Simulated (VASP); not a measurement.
Wanted: the native input for a VASP 6.6.1 run.

```yaml
Task: single point
Functional: PBE
Potentials_or_basis: VASP PAW PBE potentials, release 64 (Ca_sv)
Cutoff: 500 eV
k_mesh: 7 × 7 × 7
Occupations: gaussian, width 0.1 eV
Spin: no spin polarisation
Dipole_correction: no
Further_INCAR_settings: ALGO = Normal; EDIFF = 1e-06; NBANDS = 11
```

The structure of Ca lies in POSCAR:

```
Ca
1.0
   -2.2052049036      2.2052049036      2.1961148100
    2.2052049036     -2.2052049036      2.1961148100
    2.2052049036      2.2052049036     -2.1961148100
Ca
1
Direct
    0.5000000000      0.5000000000      0.0000000000
```

This isn't the form of Ca at room conditions, which is fcc.

These files were run (other wordings do the same):

INCAR

```
SYSTEM = Ca
PREC = Accurate ; ENCUT = 500
EDIFF = 1E-6 ; ISMEAR = 0
SIGMA = 0.1 ; LREAL = .FALSE.
LASPH = .TRUE. ; NELM = 120
ALGO = Normal ; ISIF = 2
LWAVE = .FALSE. ; LCHARG = .TRUE.
GGA = PE ; LELF = .TRUE.
LVHAR = .TRUE. ; NBANDS = 11
GGA_COMPAT = .FALSE.
```

KPOINTS

```
regular mesh
0
G
  7 7 7
  0 0 0
```

Potentials or basis: VASP PAW PBE potentials, release 64 (Ca_sv).

Command:

```console
$ cat potpaw_PBE.64/Ca_sv/POTCAR > POTCAR
$ mpirun -np 1 vasp_std > vasp.out
```

It gave:

| Quantity | Value |
| --- | --- |
| Pressure | -0.2 GPa |
| Band gap on the k mesh | zero (bands 5 and 6 overlap by 0.26 eV) |

It took 31 s on 1 thread of Intel Xeon 8259CL, with other jobs on the host, peak memory 0.16 GiB.
